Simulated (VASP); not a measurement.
Here is a VASP 6.6.1 calculation.

File POSCAR:

```
TiAl3
1.0
    3.8240007095      0.0000000000      0.0000000000
    0.0000000000      3.8240007095      0.0000000000
    1.9120003547     -1.9120003547      4.2819150419
Ti Al
1 3
Direct
    0.0000000000      0.0000000000      0.0000000000
    0.5000000000      0.5000000000      0.0000000000
    0.2500000000      0.2500000000      0.5000000000
    0.7500000000      0.7500000000      0.5000000000
```

INCAR.step1

```
SYSTEM = TiAl3
PREC = Accurate
ENCUT = 520
ISMEAR = 0
SIGMA = 0.1
LREAL = .False.
LASPH = .True.
NELM = 80
NBANDS = 18
ISYM = 0
GGA = PE
ALGO = Normal
EDIFF = 1E-4
LWAVE = .True.
LCHARG = .False.
```

INCAR.step2

```
SYSTEM = TiAl3
PREC = Accurate
ENCUT = 520
EDIFF = 1E-7
ISMEAR = 0
SIGMA = 0.1
LREAL = .False.
LASPH = .True.
NELM = 80
ALGO = Normal
ISIF = 2
LWAVE = .False.
LCHARG = .False.
METAGGA = R2SCAN
LMIXTAU = .True.
NBANDS = 18
ISYM = 0
ISTART = 1
```

File KPOINTS:

```
Automatic mesh
0
Gamma
  9 9 8
  0 0 0
```

Potentials or basis: VASP PAW PBE potentials, release 64 (Ti_sv, Al).

The run is started by

```console
$ cat potpaw_PBE.64/Ti_sv/POTCAR potpaw_PBE.64/Al/POTCAR > POTCAR
$ cp INCAR.step1 INCAR
$ mpirun -np 1 vasp_std > vasp.out
$ cp INCAR.step2 INCAR
$ mpirun -np 1 vasp_std > vasp.out
```

Problem. Predict the band gap on the k mesh.

Solution. Zero (an odd number of electrons rules out a gap without spin polarisation).

Problem. Estimate the pressure.

Solution. -0.1 GPa.

Problem. Predict the largest force.

Solution. 0.003 eV/Å.

Forces on the atoms (eV/Å):
```
Ti   0.000  0.000  0.000
Al   0.000  0.000  0.000
Al   0.002  0.002  0.000
Al  -0.002 -0.002  0.000
```

Caveat: the PAW data sets were made with another functional, which shifts forces and pressure a little.
